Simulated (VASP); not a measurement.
A run of VASP 6.6.1 is set up as follows.

The input INCAR:

```
ALGO     = Normal         # electronic algorithm
EDIFF    = 1E-7           # SCF threshold, eV
ENCUT    = 520            # plane-wave cutoff, eV
GGA      = PS             # functional
ISIF     = 2              # what is computed and relaxed
ISMEAR   = 0              # smearing method
LASPH    = True           # aspherical terms in the spheres
LCHARG   = False          # write CHGCAR
LREAL    = Auto         
LWAVE    = False          # write WAVECAR
NBANDS   = 48             # bands
NELM     = 100            # most SCF steps
PREC     = Accurate       # precision mode
SIGMA    = 0.02           # smearing width, eV
```

KPOINTS

```
k-points
0
Gamma
  2 2 2
```

POSCAR

```
Si
1.0
    0.0000000000      5.4300000000      5.4300000000
    5.4300000000      0.0000000000      5.4300000000
    5.4300000000      5.4300000000      0.0000000000
Si
17
Direct
    0.0017045288      0.0016481921     -0.0049896311
    0.1279873166      0.1280127265      0.1224486501
    0.0023149712      0.0021765702      0.5025217654
    0.1250161445      0.1244117201      0.6262568983
   -0.0012066548      0.5003196133      0.0005788777
    0.1279823943      0.6215783765      0.1224285124
    0.0022911207      0.4930881144      0.5024881798
    0.1282285655      0.6218345759      0.6281487466
    0.5003342971     -0.0010802643      0.0004724259
    0.6217215600      0.1279960023      0.1222833241
    0.4937189141      0.0020173747      0.5022661911
    0.6220815090      0.1281356645      0.6280332747
    0.5003263852      0.5002770084      0.0004570884
    0.6250001672      0.6250961607      0.1247927819
    0.5005807170      0.5004568357      0.4985251641
    0.6220727210      0.6217872828      0.6280176211
    0.8750373426      0.8744136462      0.3762382295
```

Potentials or basis: VASP PAW PBE potentials, release 64 (Si).

Run with:

```console
$ cat potpaw_PBE.64/Si/POTCAR > POTCAR
$ mpirun -np 1 vasp_std > vasp.out
```

**Question.** What does it give for the pressure?

**Answer.** 3.5 GPa.

**Question.** What does it give for the largest force?

**Answer.** 0.022 eV/Å.

**Question.** Predict the band gap on the k mesh.

**Answer.** Zero (bands 34 and 35 overlap by 0.25 eV).

Forces in eV/Å, atoms in the order of the input:
```
Si  -0.013 -0.011  0.014
Si  -0.004 -0.001 -0.015
Si   0.000  0.004 -0.005
Si  -0.001 -0.001  0.001
Si   0.009 -0.016 -0.009
Si   0.016 -0.001  0.004
Si   0.005  0.005  0.000
Si   0.003 -0.012 -0.003
Si  -0.017  0.008 -0.012
Si  -0.001  0.020  0.002
Si   0.007  0.000 -0.006
Si  -0.011  0.004 -0.006
Si   0.012  0.009  0.017
Si   0.000  0.000  0.000
Si  -0.009 -0.010  0.008
Si   0.006  0.004  0.011
Si   0.000 -0.001  0.000
```

Caveat: the k points lie up to 0.50 Å⁻¹ apart; the PAW data sets were made with another functional, which shifts forces and pressure a little.
